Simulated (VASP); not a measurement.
# Al3P2 (Pmmm) in VASP: further runs

Al3P2 is run at these levels: PBE; tasks: single point, relaxation of cell and atoms.

Everything below comes from runs of VASP 6.6.1. Logs are shortened: lines on timing, memory, paths and dates and some standing lists are left out, and cuts for length are marked.

### 1 The cell of the first run

It takes space group Pmmm (No. 47, orthorhombic). Conventional cell: a = 3.990 Å, b = 4.909 Å, c = 5.917 Å, α = 90.00°, β = 90.00°, γ = 90.00°. Al (site symmetry mmm) has 2 P at 2.00 Å within 2.6 Å. Al (site symmetry mmm) has 2 Al at 2.00 Å within 2.6 Å. Within 2.6 Å of Al (site symmetry mmm) lie 2 Al at 2.00 Å. Within 3.2 Å of P (site symmetry mmm) lie 2 P at 2.45 Å and 4 Al at 3.16 Å. P (site symmetry mmm) has 2 Al at 2.00 Å and 2 P at 2.45 Å within 2.6 Å.

The cell was built from a structure type or drawn by symmetry, and may not be a known phase.

### 2 Single point, PBE

INCAR reads:

```
ALGO = Normal ; EDIFF = 1E-6
ENCUT = 520 ; GGA = PE
ISIF = 2 ; ISMEAR = 0
LASPH = T ; LCHARG = F
LREAL = F ; LWAVE = F
NBANDS = 18 ; NELM = 100
PREC = Accurate ; SIGMA = 0.1
```

KPOINTS reads:

```
k-points
0
Gamma
  4 4 4
```

POSCAR reads:

```
Al3P2
1.0
    3.9901606400      0.0000000000      0.0000000000
    0.0000000000      4.9086502600      0.0000000000
    0.0000000000      0.0000000000      5.9174834000
Al P
3 2
Direct
    0.0000000000      0.0000000000      0.5000000000
    0.5000000000      0.0000000000      0.0000000000
    0.0000000000      0.0000000000      0.0000000000
    0.5000000000      0.5000000000      0.5000000000
    0.5000000000      0.0000000000      0.5000000000
```

Potentials or basis: VASP PAW PBE potentials, release 64 (Al, P).

Command:

```bash
> cat potpaw_PBE.64/Al/POTCAR potpaw_PBE.64/P/POTCAR > POTCAR
> mpirun -np 1 vasp_std > vasp.out
```

OUTCAR:

```text
EDIFF = 1E-6
   ENCUT = 520
   GGA = PE
   ISIF = 2
   ISMEAR = 0
   LASPH = T
   LREAL = F
   NELM = 100
   PREC = Accurate

 ion  position               nearest neighbor table
   1  0.000  0.000  0.500-   5 2.00   5 2.00   3 2.96   3 2.96
   2  0.500  0.000  0.000-   3 2.00   3 2.00   5 2.96   5 2.96
   3  0.000  0.000  0.000-   2 2.00   2 2.00   1 2.96   1 2.96
   4  0.500  0.500  0.500-   5 2.45   5 2.45
   5  0.500  0.000  0.500-   1 2.00   1 2.00   4 2.45   4 2.45   2 2.96   2 2.96

  LATTYP: Found a simple orthorhombic cell.
 ALAT       =     3.9901606400
 B/A-ratio  =     1.2301886322
 C/A-ratio  =     1.4830188391

  Lattice vectors:

 A1 = (   3.9901606400,   0.0000000000,   0.0000000000)
 A2 = (   0.0000000000,   4.9086502600,   0.0000000000)
 A3 = (   0.0000000000,   0.0000000000,   5.9174834000)

Analysis of symmetry for initial positions (statically):
=====================================================================
 Subroutine PRICEL returns:
 Original cell was already a primitive cell.

 Routine SETGRP: Setting up the symmetry group for a
 simple orthorhombic supercell.

 Subroutine GETGRP returns: Found  8 space group operations
 (whereof  8 operations were pure point group operations)
 out of a pool of  8 trial point group operations.

The static configuration has the point symmetry D_2h.

Analysis of symmetry for dynamics (positions and initial velocities):
=====================================================================
 Subroutine PRICEL returns:
 Original cell was already a primitive cell.

 Routine SETGRP: Setting up the symmetry group for a
 simple orthorhombic supercell.

 Subroutine GETGRP returns: Found  8 space group operations
 (whereof  8 operations were pure point group operations)
 out of a pool of  8 trial point group operations.

The dynamic configuration has the point symmetry D_2h.

 Subroutine INISYM returns: Found  8 space group operations
 (whereof  8 operations are pure point group operations),
 and found     1 'primitive' translations

----------------------------------------------------------------------------------------

                                     Primitive cell

  volume of cell :     115.9016

  direct lattice vectors                    reciprocal lattice vectors
     3.990160640  0.000000000  0.000000000     0.250616476  0.000000000  0.000000000
     0.000000000  4.908650260  0.000000000     0.000000000  0.203721990  0.000000000
     0.000000000  0.000000000  5.917483400     0.000000000  0.000000000  0.168990757

  length of vectors
     3.990160640  4.908650260  5.917483400     0.250616476  0.203721990  0.168990757

  position of ions in fractional coordinates (direct lattice)
     0.000000000  0.000000000  0.500000000
     0.500000000  0.000000000  0.000000000
     0.000000000  0.000000000  0.000000000
     0.500000000  0.500000000  0.500000000
     0.500000000  0.000000000  0.500000000

  ion indices of the primitive-cell ions
   primitive index   ion index
                 1           1
                 2           2
                 3           3
                 4           4
                 5           5

----------------------------------------------------------------------------------------

 KPOINTS: k-points

Automatic generation of k-mesh.
 Grid dimensions read from file:
 generate k-points for:    4    4    4

 Generating k-lattice:

  Cartesian coordinates                     Fractional coordinates (reciprocal lattice)
     0.062654119  0.000000000  0.000000000     0.250000000  0.000000000  0.000000000
     0.000000000  0.050930498  0.000000000     0.000000000  0.250000000  0.000000000
     0.000000000  0.000000000  0.042247689     0.000000000  0.000000000  0.250000000

  Length of vectors
     0.062654119  0.050930498  0.042247689

  Shift w.r.t. Gamma in fractional coordinates (k-lattice)
     0.000000000  0.000000000  0.000000000

 Subroutine IBZKPT returns following result:
 ===========================================

 Found     27 irreducible k-points:

 Following reciprocal coordinates:
            Coordinates               Weight
  0.000000  0.000000  0.000000      1.000000
  0.250000  0.000000  0.000000      2.000000
  0.500000  0.000000  0.000000      1.000000
  0.000000  0.250000  0.000000      2.000000
  0.250000  0.250000  0.000000      4.000000
  0.500000  0.250000  0.000000      2.000000
[... 16 lines left out ...]
  0.250000  0.250000  0.500000      4.000000
  0.500000  0.250000  0.500000      2.000000
 [... further k-points ...]
   k-points           NKPTS =     27   k-points in BZ     NKDIM =     27   number of bands    NBANDS=     18
   number of dos      NEDOS =    301   number of ions     NIONS =      5
   total plane-waves  NPLWV =  57600
   dimension x,y,z NGX =    30 NGY =   40 NGZ =   48
   dimension x,y,z NGXF=    60 NGYF=   80 NGZF=   96
   ions per type =               3   2
   NGX,Y,Z   is equivalent  to a cutoff of  12.50, 13.55, 13.49 a.u.
   NGXF,Y,Z  is equivalent  to a cutoff of  25.00, 27.09, 26.97 a.u.
 SYSTEM =  unknown system
   PREC   = accura    normal or accurate (medium, high low for compatibility)
   ISTART =      0    job   : 0-new  1-cont  2-samecut
   ICHARG =      2    charge: 1-file 2-atom 10-const
   ISPIN  =      1    spin polarized calculation?
   LNONCOLLINEAR =      F non collinear calculations
   LSORBIT =      F    spin-orbit coupling
   LASPH  =      T    aspherical Exc in radial PAW
   ENCUT  =  520.0 eV  38.22 Ry    6.18 a.u.   7.42  9.13 11.00*2*pi/ulx,y,z
   NELM   =    100;   NELMIN=  2; NELMDL= -5     # of ELM steps
   EDIFF  = 0.1E-05   stopping-criterion for ELM
   LREAL  =      F    real-space projection
   EDIFFG = 0.1E-04   stopping-criterion for IOM
   NSW    =      0    number of steps for IOM
   IBRION =     -1    ionic relax: 0-MD 1-quasi-New 2-CG
   NFREE  =      0    steps in history (QN), initial steepest desc. (CG)
   ISIF   =      2    stress and relaxation
   ISYM   =      2    0-nonsym 1-usesym 2-fastsym
   POTIM  = 0.5000    time-step for ionic-motion
   TEBEG  =    0.0;   TEEND  =   0.0 temperature during run
   PSTRESS=    0.0 pullay stress
   NELECT =      19.0000    total number of electrons
   NUPDOWN=      -1.0000    fix difference up-down
   EMIN   =  10.00;   EMAX   =-10.00  energy-range for DOS
   EFERMI =   0.00;   METHOD = LEGACY
   ISMEAR =     0;   SIGMA  =   0.10  broadening in eV -4-tet -1-fermi 0-gaus
   EFERMI_NEDOS =   21; number of points for ismear=-14 and -15
   IALGO  =     38    algorithm
   IMIX   =      4    mixing-type and parameters
     AMIX     =   0.40;   BMIX     =  1.00
     AMIX_MAG =   1.60;   BMIX_MAG =  1.00
  volume/ion in A,a.u.               =      23.18       156.43
  Fermi-wavevector in a.u.,A,eV,Ry     =   0.895976  1.693148 10.922380  0.802772
  Thomas-Fermi vector in A             =   2.018376
   LORBIT       =      0    0 simple, 1 ext, 2 COOP (PROOUT), +10 PAW based schemes
   GGA     = PE    functional components
   LHFCALC =     F    Hartree Fock is set to
   AEXX    =    0.0000 exact exchange contribution
   IVDW    =     0    specifies the selected vdW correction
   LEPSILON=     F    determine dielectric tensor
   LRPA    =     F    only Hartree local field effects (RPA)
 non-spin polarized calculation
 Gauss-broadening in eV      SIGMA  =   0.10
  energy-cutoff  :      520.00
  volume of cell :      115.90
 maximum number of plane-waves:      3150
 NGX is ok and might be reduce to    30
   NGX = 15   NGY = 19   NGZ = 23

 number of electron      18.9999999 magnetization

 Free energy of the ion-electron system (eV)
  ---------------------------------------------------
  ext. energy  EPLUGINS =         0.00000000
  ---------------------------------------------------
  free energy    TOTEN  =       -12.78881027 eV

  energy without entropy =      -12.76035467  energy(sigma->0) =      -12.77458247

 E-fermi :   4.1402     XC(G=0):  -8.6116

 val. band max:        4.1340336474   @ k =   0.0000   0.5000   0.2500
 cond. band min:       4.1476774501   @ k =   0.2500   0.5000   0.2500
 fundamental gap:      0.0136438027
 Fermi energy:         4.1402484491

 k-point     1 :       0.0000    0.0000    0.0000
  band No.  band energies     occupation
      1      -9.2439      2.00000
      2      -3.8887      2.00000
      3      -2.8859      2.00000
      4      -1.9351      2.00000
      5      -1.2495      2.00000
      6      -0.8789      2.00000
[... 10 lines left out ...]
     17       8.7360      0.00000
     18       9.0954      0.00000

 k-point     2 :       0.2500    0.0000    0.0000
  band No.  band energies     occupation
      1      -8.9405      2.00000
      2      -3.7344      2.00000
      3      -2.8496      2.00000
      4      -1.9520      2.00000
      5      -1.7183      2.00000
      6      -0.8118      2.00000
[... 10 lines left out ...]
     17       9.0259      0.00000
     18      10.3511      0.00000

 k-point     3 :       0.5000    0.0000    0.0000
  band No.  band energies     occupation
      1      -8.5558      2.00000
      2      -4.0054      2.00000
      3      -3.3508      2.00000
      4      -1.4619      2.00000
      5      -0.7520      2.00000
      6      -0.4274      2.00000
[... 10 lines left out ...]
     17       9.7681      0.00000
     18      10.3109      0.00000

 k-point     4 :       0.0000    0.2500    0.0000
  band No.  band energies     occupation
      1      -8.9974      2.00000
      2      -5.3399      2.00000
      3      -2.9013      2.00000
      4      -1.0913      2.00000
      5      -0.7758      2.00000
      6       0.3369      2.00000
[... 10 lines left out ...]
     17       9.1583      0.00000
     18       9.6391      0.00000

 k-point     5 :       0.2500    0.2500    0.0000
  band No.  band energies     occupation
      1      -8.6851      2.00000
      2      -5.1433      2.00000
      3      -2.8929      2.00000
      4      -1.8555      2.00000
      5      -0.6475      2.00000
      6       0.5583      2.00000
[... 10 lines left out ...]
     17       9.1150      0.00000
     18      10.1071      0.00000

 k-point     6 :       0.5000    0.2500    0.0000
  band No.  band energies     occupation
      1      -8.2852      2.00000
      2      -4.8902      2.00000
      3      -3.8846      2.00000
      4      -0.6995      2.00000
      5      -0.3491      2.00000
      6       0.1179      2.00000
[... 10 lines left out ...]
     17       9.5186      0.00000
     18      10.5796      0.00000

 k-point     7 :       0.0000    0.5000    0.0000
  band No.  band energies     occupation
      1      -8.6446      2.00000
      2      -6.3254      2.00000
      3      -2.8191      2.00000
      4      -0.9002      2.00000
      5      -0.6603      2.00000
      6       2.5434      2.00000
[... 10 lines left out ...]
     17       9.8295      0.00000
     18      10.0273      0.00000

 k-point     8 :       0.2500    0.5000    0.0000
  band No.  band energies     occupation
      1      -8.3096      2.00000
      2      -6.1467      2.00000
      3      -2.7862      2.00000
      4      -1.7449      2.00000
      5      -0.4468      2.00000
      6       1.7749      2.00000
[... 10 lines left out ...]
     17       9.3872      0.00000
     18      10.8367      0.00000
[... 229 lines left out ...]
     17      10.1932      0.00000
     18      10.5954      0.00000

 k-point    20 :       0.2500    0.0000    0.5000
  band No.  band energies     occupation
      1      -8.8906      2.00000
      2      -3.6165      2.00000
      3      -3.4444      2.00000
      4      -2.4589      2.00000
      5      -1.6868      2.00000
      6       0.6880      2.00000
[... 10 lines left out ...]
     17       9.3760      0.00000
     18      10.4333      0.00000

 k-point    21 :       0.5000    0.0000    0.5000
  band No.  band energies     occupation
      1      -8.5220      2.00000
      2      -3.7465      2.00000
      3      -3.3208      2.00000
      4      -2.0518      2.00000
      5      -1.5273      2.00000
      6      -1.4404      2.00000
[... 10 lines left out ...]
     17      11.1629      0.00000
     18      11.4531      0.00000

 k-point    22 :       0.0000    0.2500    0.5000
  band No.  band energies     occupation
      1      -8.9338      2.00000
      2      -5.3047      2.00000
      3      -3.9005      2.00000
      4      -0.7215      2.00000
      5       0.3385      2.00000
      6       1.6059      2.00000
[... 10 lines left out ...]
     17      10.4431      0.00000
     18      10.6040      0.00000

 k-point    23 :       0.2500    0.2500    0.5000
  band No.  band energies     occupation
      1      -8.6316      2.00000
      2      -5.1120      2.00000
      3      -3.3443      2.00000
      4      -2.3894      2.00000
      5       0.5794      2.00000
      6       0.7929      2.00000
[... 10 lines left out ...]
     17       9.2188      0.00000
     18      10.0089      0.00000

 k-point    24 :       0.5000    0.2500    0.5000
  band No.  band energies     occupation
      1      -8.2492      2.00000
      2      -4.8707      2.00000
      3      -3.6195      2.00000
      4      -1.9330      2.00000
      5      -1.4506      2.00000
      6       0.8134      2.00000
[... 10 lines left out ...]
     17      10.6373      0.00000
     18      11.1071      0.00000

 [... further k-points ...]

------------------------ aborting loop because EDIFF is reached ----------------------------------------

  FORCE on cell =-STRESS in cart. coord.  units (eV):
  Direction    XX          YY          ZZ          XY          YZ          ZX
  --------------------------------------------------------------------------------------
  -------------------------------------------------------------------------------------
  Total       54.7173588     -2.7015766     -2.7005105      0.0000000      0.0000000      0.0000000
  in kB      756.3907161    -37.3455063    -37.3307683      0.0000000      0.0000000      0.0000000
  external PRESSURE =     227.2381472 kB  Pullay stress =       0.0000000 kB

 VOLUME and BASIS-vectors are now :
 -----------------------------------------------------------------------------
  energy-cutoff  :      520.00
  volume of cell :      115.90
      direct lattice vectors                 reciprocal lattice vectors
     3.990160640  0.000000000  0.000000000     0.250616476  0.000000000  0.000000000
     0.000000000  4.908650260  0.000000000     0.000000000  0.203721990  0.000000000
     0.000000000  0.000000000  5.917483400     0.000000000  0.000000000  0.168990757

 POSITION                                       TOTAL-FORCE (eV/Angst)
 -----------------------------------------------------------------------------------
      0.00000      0.00000      2.95874         0.000000      0.000000      0.000000
      1.99508      0.00000      0.00000         0.000000      0.000000      0.000000
      0.00000      0.00000      0.00000         0.000000      0.000000      0.000000
      1.99508      2.45433      2.95874         0.000000      0.000000      0.000000
      1.99508      0.00000      2.95874         0.000000      0.000000      0.000000
 -----------------------------------------------------------------------------------
    total drift:                                0.000000     -0.000000     -0.000000

  FREE ENERGIE OF THE ION-ELECTRON SYSTEM (eV)
  ---------------------------------------------------
  free  energy   TOTEN  =       -12.7888102680 eV

  energy  without entropy=      -12.7603546698  energy(sigma->0) =      -12.77458247
```

It took 40 s on 1 thread of Intel Xeon Platinum 8488C (Sapphire Rapids), shared host; peak memory 0.23 GiB.

Results:

```yaml
Free_energy: -12.7888 eV
Pressure: 22.7 GPa
Band_gap_on_the_k_mesh: zero (an odd number of electrons rules out a gap without spin polarisation)
```

Levels at points of the mesh, in eV from the Fermi level:
```csv
k point,band 6,band 7,band 8,band 9,band 10,band 11,band 12,band 13,band 14,band 15
"(0.00, 0.00, 0.00)",-5.02,-0.54,-0.38,-0.03,0.05,0.88,2.42,3.29,3.67,3.90
"(0.50, 0.00, 0.00)",-4.57,-4.21,-1.93,-1.08,-0.02,0.58,2.06,2.72,4.86,5.10
"(0.00, 0.50, 0.00)",-1.60,-1.51,-0.64,-0.49,-0.31,-0.26,0.52,2.50,3.22,4.09
"(0.50, 0.50, 0.00)",-3.78,-3.36,-1.75,-1.01,0.08,0.29,0.76,1.04,4.09,5.02
"(0.00, 0.00, 0.50)",-2.57,-1.66,-0.82,-0.58,-0.10,0.67,0.88,2.34,4.47,4.73
"(0.50, 0.00, 0.50)",-5.58,-1.51,-1.05,0.38,0.52,1.08,1.25,1.43,1.64,1.85
"(0.00, 0.50, 0.50)",-2.11,-1.63,-0.74,-0.47,-0.35,0.18,0.73,1.14,2.55,2.78
"(0.50, 0.50, 0.50)",-3.24,-1.69,-1.02,0.13,0.21,0.25,1.20,1.56,2.03,2.18
```

Caveat: the k points lie up to 0.39 Å⁻¹ apart, too coarse for converged energies and pressures of a metal.

### 3 Relaxation of cell and atoms, PBE

INCAR reads:

```
PREC = Accurate
ENCUT = 600
EDIFF = 1E-7
ISMEAR = 0
SIGMA = 0.1
LREAL = False
LASPH = True
NELM = 100
ALGO = Normal
ISIF = 3
LWAVE = False
LCHARG = False
GGA = PE
IBRION = 2
NSW = 90
EDIFFG = -0.04
```

KPOINTS reads:

```
Automatic mesh
0
Gamma
  4 4 4
```

POSCAR is that of step 2.

Potentials or basis: VASP PAW PBE potentials, release 64 (Al, P).

Command:

```bash
> cat potpaw_PBE.64/Al/POTCAR potpaw_PBE.64/P/POTCAR > POTCAR
> mpirun -np 1 vasp_std > vasp.out
```

It took 4.5 min on 1 thread of Intel Xeon Platinum 8488C (Sapphire Rapids), shared host; peak memory 0.25 GiB.

Results (log left out):

* Free energy: -19.2156 eV
* Relaxed volume: 23.77 Å³/atom
* Relaxed cell: a = 5.217 Å, b = 4.358 Å, c = 5.227 Å, α = 90.00°, β = 90.00°, γ = 90.00°
* Space group after relaxing (to 0.1 Å): P4/mmm (No. 123)
* Energy gained by relaxing: 1285.2 meV/atom
* Ionic steps: 12
* Pressure after relaxing: -0.1 GPa
* Band gap on the k mesh: zero (an odd number of electrons rules out a gap without spin polarisation)

Stress tensor (GPa, compression positive):
```
-0.01  0.00  0.00
 0.00 -0.09  0.00
 0.00  0.00 -0.16
```

The path:
```csv
step,energy change (eV),largest force (eV/Å),pressure (GPa),volume (Å³)
1,0.0000,0.0000,22.73,115.90
2,-4.6713,0.0000,-7.50,168.00
3,-5.4339,0.0000,-5.14,143.81
4,-5.4239,0.0000,-6.91,150.21
5,-5.4629,0.0000,-6.05,146.69
6,-6.2816,0.0000,-3.48,128.60
7,-6.3490,0.0000,-1.79,123.52
8,-6.3496,0.0000,-1.57,122.95
9,-6.4218,0.0000,0.72,117.08
10,-6.4254,0.0000,0.26,118.08
11,-6.4254,0.0000,0.22,118.17
12,-6.4261,0.0000,-0.09,118.83
```

Final structure:
```
Al P
1.0
     5.21676    0.00000    0.00000
     0.00000    4.35823    0.00000
     0.00000    0.00000    5.22666
Al P
3 2
Cartesian
  5.2168 4.3582 2.6133
  2.6084 4.3582 0.0000
  5.2168 4.3582 0.0000
  2.6084 2.1791 2.6133
  2.6084 4.3582 2.6133
```

Levels at points of the mesh, in eV from the Fermi level:
```tsv
k point	band 7	band 8	band 9	band 10	band 11	band 12
(0.00, 0.00, 0.00)	-3.27	-0.51	-0.50	1.25	1.32	1.36
(0.50, 0.00, 0.00)	-3.23	-1.83	0.35	0.82	1.13	1.29
(0.00, 0.50, 0.00)	-1.88	-1.88	-1.49	0.01	0.03	1.20
(0.50, 0.50, 0.00)	-2.47	-1.77	-1.45	0.41	0.85	1.53
(0.00, 0.00, 0.50)	-3.21	-1.83	0.35	0.82	1.12	1.29
(0.50, 0.00, 0.50)	-0.52	-0.50	1.14	1.15	1.75	1.75
(0.00, 0.50, 0.50)	-2.45	-1.77	-1.45	0.41	0.85	1.50
(0.50, 0.50, 0.50)	-2.90	-0.38	0.57	0.59	0.91	2.34
```

Caveat: the k points lie up to 0.36 Å⁻¹ apart in the final cell, too coarse for converged energies and pressures of a metal; a cell axis changed by over 15 % at a fixed basis, so the end point is rough.
